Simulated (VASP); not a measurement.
Pt:

```
CELL_PARAMETERS angstrom
-1.55500 1.55500 1.55500
1.55500 -1.55500 1.55500
1.55500 1.55500 -1.55500
ATOMIC_POSITIONS crystal
Pt 0.00000 0.00000 0.00000
```

This isn't the form of Pt at room conditions, which is fcc.

```yaml
Program: VASP 6.6.1
Task: relaxation of cell and atoms
Functional: PBE
Potentials_or_basis: VASP PAW PBE potentials, release 64 (Pt)
Cutoff: 500 eV
k_mesh: 9 × 9 × 9
Occupations: fermi-dirac, width 0.1 eV
Spin: no spin polarisation
```

At the start: pressure 13.1 GPa; volume 15.04 Å³/atom.

Question: Where does the relaxation end?

Answer: Over 4 steps the energy falls by 28.5 meV/atom and the volume is 15.78 Å³/atom (+4.9 %); space group Im-3m (No. 229, to 0.1 Å) before and after.

Step by step:
| step | energy change (eV) | largest force (eV/Å) | pressure (GPa) | volume (Å³) |
| --- | --- | --- | --- | --- |
| 1 | 0.0000 | 0.0000 | 13.08 | 15.04 |
| 2 | 0.1277 | 0.0000 | -20.77 | 17.87 |
| 3 | -0.0285 | 0.0000 | -0.59 | 15.82 |
| 4 | -0.0285 | 0.0000 | -0.06 | 15.78 |

Final structure:
```yaml
crystal:
  lattice:
    - [-1.58019, 1.58019, 1.58019]
    - [1.58019, -1.58019, 1.58019]
    - [1.58019, 1.58019, -1.58019]
  atoms:
    - { symbol: Pt, position: [0.00000, 0.00000, 0.00000] }
```
